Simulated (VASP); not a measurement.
Set up this calculation in VASP 6.6.1, as the native input.

```
Task                               : single point
Functional                         : HF
Potentials or basis                : VASP PAW PBE potentials, release 64 (Cl, Li_sv)
Cutoff                             : 520 eV
k mesh                             : 5 × 5 × 5
Occupations                        : fermi-dirac, width 0.05 eV
Spin                               : no spin polarisation
Dipole correction                  : no
Grid for exact exchange (PRECFOCK) : Normal
Further INCAR settings             : ALGO = Normal; EDIFF = 1e-06; NBANDS = 12
Share of exact exchange            : 1
```

Crystal: LiCl.

```
CELL_PARAMETERS angstrom
0.00000 2.63129 2.63129
2.63129 0.00000 2.63129
2.63129 2.63129 0.00000
ATOMIC_POSITIONS crystal
Cl 0.50000 0.50000 0.50000
Li 0.00000 0.00000 0.00000
```

The input as run:

POSCAR

```
LiCl
1.0
    0.0000000000      2.6312945629      2.6312945629
    2.6312945629      0.0000000000      2.6312945629
    2.6312945629      2.6312945629      0.0000000000
Cl Li
1 1
Direct
    0.5000000000      0.5000000000      0.5000000000
    0.0000000000      0.0000000000      0.0000000000
```

INCAR.step1

```
SYSTEM = LiCl
PREC = Accurate
ENCUT = 520
EDIFF = 1E-5
ISMEAR = -1
SIGMA = 0.05
LREAL = .FALSE.
LASPH = .TRUE.
NELM = 80
ALGO = Normal
ISIF = 2
LWAVE = .TRUE.
LCHARG = .FALSE.
GGA = PE
NBANDS = 12
```

INCAR.step2

```
SYSTEM = LiCl
PREC = Accurate
ENCUT = 520
EDIFF = 1E-6
ISMEAR = -1
SIGMA = 0.05
LREAL = .FALSE.
LASPH = .TRUE.
NELM = 80
ALGO = Normal
ISIF = 2
LWAVE = .FALSE.
LCHARG = .FALSE.
GGA = PE
LHFCALC = .TRUE.
AEXX = 1.0
ALDAC = 0.0
AGGAC = 0.0
PRECFOCK = Normal
ISTART = 1
NBANDS = 12
```

KPOINTS

```
Automatic mesh
0
G
  5 5 5
  0 0 0
```

Potentials or basis: VASP PAW PBE potentials, release 64 (Cl, Li_sv).

Run with:

```console
$ cat potpaw_PBE.64/Cl/POTCAR potpaw_PBE.64/Li_sv/POTCAR > POTCAR
$ cp INCAR.step1 INCAR
$ mpirun -np 1 vasp_std > vasp.out
$ cp INCAR.step2 INCAR
$ mpirun -np 1 vasp_std > vasp.out
```

Results of the run:

* Band gap on the k mesh: 14.67 eV

It took 5.9 min on 1 thread of Intel(R) Xeon(R) Platinum 8259CL CPU @ 2.50GHz (Skylake/Cascade Lake), with other jobs on the host, peak memory 0.15 GiB.
